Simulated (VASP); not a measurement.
Set up this calculation in VASP 6.6.1, as the native input.

```yaml
Task: single point
Functional: r2SCAN
Potentials_or_basis: VASP PAW PBE potentials, release 64 (Al)
Cutoff: 520 eV
k_mesh: 19 × 19 × 3
Occupations: gaussian, width 0.15 eV
Spin: no spin polarisation
Dipole_correction: no
Further_INCAR_settings: ALGO = Normal; EDIFF = 1e-06; NBANDS = 22
```

Al:

```
Al
1.0
    -2.82220    0.00000    0.00000
    -1.41110   -2.44410    0.00000
    -2.82234   -1.62948   18.52412
Al
8
Direct
  0.54164 0.54164 0.68750
  0.87499 0.87499 0.18750
  0.79164 0.79164 0.81250
  0.12499 0.12499 0.31250
  0.37497 0.37497 0.93750
  0.70832 0.70832 0.43750
  0.62500 0.62500 0.06250
  0.29165 0.29165 0.56250
```

These files were run (other wordings do the same):

POSCAR

```
Al
1.0
   -2.8221979689      0.0000000000      0.0000000000
   -1.4110989845     -2.4440951356      0.0000000000
   -2.8223390788     -1.6294782269     18.5241186883
Al
8
Direct
    0.5416437500      0.5416437500      0.6875000000
    0.8749937500      0.8749937500      0.1875000000
   -0.2083604167     -0.2083604167      0.8125000000
    0.1249895833      0.1249895833      0.3125000000
    0.3749687500      0.3749687500      0.9375000000
    0.7083187500      0.7083187500      0.4375000000
    0.6249979167      0.6249979167      0.0625000000
    0.2916479167      0.2916479167      0.5625000000
```

INCAR.step1

```
SYSTEM = Al
  ALGO = Normal
  EDIFF = 1E-4
  ENCUT = 520
  GGA = PE
  ISMEAR = 0
  LASPH = .TRUE.
  LCHARG = .FALSE.
  LREAL = .FALSE.
  LWAVE = .TRUE.
  NBANDS = 22
  NELM = 100
  PREC = Accurate
  SIGMA = 0.15
```

INCAR.step2

```
SYSTEM = Al
  ALGO = Normal
  EDIFF = 1E-6
  ENCUT = 520
  ISIF = 2
  ISMEAR = 0
  ISTART = 1
  LASPH = .TRUE.
  LCHARG = .FALSE.
  LMIXTAU = .TRUE.
  LREAL = .FALSE.
  LWAVE = .FALSE.
  METAGGA = R2SCAN
  NBANDS = 22
  NELM = 100
  PREC = Accurate
  SIGMA = 0.15
```

KPOINTS

```
k-points
0
G
  19 19 3
  0 0 0
```

Potentials or basis: VASP PAW PBE potentials, release 64 (Al).

Launch:

```sh
$ cat potpaw_PBE.64/Al/POTCAR > POTCAR
$ cp INCAR.step1 INCAR
$ mpirun -np 1 vasp_std > vasp.out
$ cp INCAR.step2 INCAR
$ mpirun -np 1 vasp_std > vasp.out
```

Results of the run:

```json
{
 "Pressure": "-0.3 GPa",
 "Largest force": "0.071 eV/Å",
 "Band gap on the k mesh": "zero (bands 12 and 13 overlap by 5.98 eV)"
}
```

Caveat: the PAW data sets were made with another functional, which shifts forces and pressure a little.

Wall time 89 min on 1 thread of Oxide Virtual Turin-like Processor, with other jobs on the host, peak memory 0.66 GiB.
